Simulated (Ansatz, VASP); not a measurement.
Pd in VASP and in Ansatz

The input INCAR:

```
SYSTEM = Pd
PREC = Accurate
ENCUT = 520
EDIFF = 1E-6
ISMEAR = -1
SIGMA = 0.05
LREAL = .FALSE.
LASPH = .TRUE.
NELM = 150
ALGO = Normal
ISIF = 2
LWAVE = .FALSE.
LCHARG = .FALSE.
ISPIN = 2
MAGMOM = 0.5 -0.5
LORBIT = 11
LMAXMIX = 4
GGA = B5
ALDAX = 1.0
AGGAX = 1.0
AGGAC = 1.0
ALDAC = 0.0
NBANDS = 21
```

Contents of KPOINTS:

```
Automatic mesh
0
G
  16 16 16
  0 0 0
```

Contents of POSCAR:

```
Pd
1.0
    3.0705396779      0.0000000000      0.0000000000
    0.0000000000      3.0705396779      0.0000000000
    0.0000000000      0.0000000000      3.0705396779
Pd
2
Direct
    0.0000000000      0.0000000000      0.0000000000
    0.5000000000      0.5000000000      0.5000000000
```

Input for Ansatz:

```yaml
crystal:
  lattice:
    - [3.0705396779, 0.0, 0.0]
    - [0.0, 3.0705396779, 0.0]
    - [0.0, 0.0, 3.0705396779]
  atoms:
    - { symbol: Pd, position: [0.0, 0.0, 0.0], spin: 0.5 }
    - { symbol: Pd, position: [0.5, 0.5, 0.5], spin: -0.5 }
hamiltonian:
  xc: blyp
  pseudopotentials:
    kind: paw
    azcp:
      Pd: "pseudopotentials/Pd.paw.azcp"
basis:
  ecutwfc: 420
  fft_grid_basis: typed
kpoints:
  mp_grid: { grid: [16, 16, 16], shift: [0, 0, 0] }
magnetization:
  spin_polarized: true
scf:
  occupations: { method: fermi_dirac, width: 0.05 }
output:
  stress: true
  write_density: true
  write_potential: true
  elf: true
  volumetric_format: npy
```

Alike in both runs: task single point; functional BLYP; k mesh 16 × 16 × 16; occupations fermi-dirac, width 0.05 eV; collinear spin.

|  | VASP | Ansatz |
| --- | --- | --- |
| version | VASP 6.6.1 | Ansatz 0.2.0 |
| potentials or method | VASP PAW PBE potentials, release 64 (Pd), cutoff 520 eV | plane waves (420 eV) with PAW, scalar-relativistic |
| valence electrons in the cell | 20 | 36 |

|  | VASP | Ansatz | Ansatz less VASP |
| --- | --- | --- | --- |
| pressure (GPa) | 24.7 | 24.2 | -0.45 |
| net moment per atom (μB) | 0.00 | 0.00 | 0.000 |

VASP's potentials were made for PBE, not for BLYP. VASP's potentials hold 20 valence electrons a cell and Ansatz's 36, so a difference there can come from the potentials and not from the codes. Ansatz's warnings: seeded moment not kept.
